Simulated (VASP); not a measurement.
A run of VASP 6.6.1:

INCAR

```
PREC = Accurate ; ENCUT = 520
EDIFF = 1E-6 ; ISMEAR = -1
SIGMA = 0.02 ; LREAL = False
LASPH = True ; NELM = 60
ALGO = Normal ; ISIF = 2
LWAVE = False ; LCHARG = False
GGA = PE ; NBANDS = 12
```

Contents of KPOINTS:

```
regular mesh
0
Gamma
  8 8 8
```

POSCAR

```
LiCl
1.0
    0.0000000000      2.4824231290      2.6130515065
    2.4824231290      0.0000000000      2.6130515065
    2.4824231290      2.4824231290      0.0000000000
Li Cl
1 1
Direct
    0.0000000000      0.0000000000      0.0000000000
    0.5000000000      0.5000000000      0.5000000000
```

Potentials or basis: VASP PAW PBE potentials, release 64 (Li_sv, Cl).

Run with:

```console
$ cat potpaw_PBE.64/Li_sv/POTCAR potpaw_PBE.64/Cl/POTCAR > POTCAR
$ mpirun -np 1 vasp_std > vasp.out
```

Hardware: 1 thread of Intel(R) Xeon(R) Platinum 8259CL CPU @ 2.50GHz (Skylake/Cascade Lake), with other jobs on the host.

Task: How long does it take, and how much memory?

Result: Wall time 30 s on 1 thread of Intel(R) Xeon(R) Platinum 8259CL CPU @ 2.50GHz (Skylake/Cascade Lake) (shared host), peak memory 0.16 GiB. Counts: scf iterations 12, k points 59.
